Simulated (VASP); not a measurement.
Input of a VASP 6.6.1 run:

Contents of INCAR:

```
ALGO = Normal
EDIFF = 1E-6
ENCUT = 520
ISIF = 2
ISMEAR = 0
LASPH = True
LCHARG = False
LREAL = False
LWAVE = False
NBANDS = 16
NELM = 100
PREC = Accurate
SIGMA = 0.15
```

The input KPOINTS:

```
k-points
0
Gamma
  18 18 12
```

The input POSCAR:

```
ZrB2
1.0
    3.1723735494      0.0000000000      0.0000000000
   -1.5861867747      2.7473560841      0.0000000000
    0.0000000000      0.0000000000      3.1295465065
Zr B
1 2
Direct
    0.0000000000      0.0000000000      0.0000000000
    0.3333333333      0.6666666667      0.5000000000
    0.6666666667      0.3333333333      0.5000000000
```

Potentials or basis: VASP PAW LDA potentials, release 64 (Zr_sv, B).

Command:

```console
$ cat potpaw_LDA.64/Zr_sv/POTCAR potpaw_LDA.64/B/POTCAR > POTCAR
$ mpirun -np 1 vasp_std > vasp.out
```

(1) What does it give for the pressure?

(2) Predict the band gap on the k mesh.

Answers

(1) 26.4 GPa.

(2) zero (band 9 reaches 12.44 eV, above the bottom of band 10 at 11.05 eV).
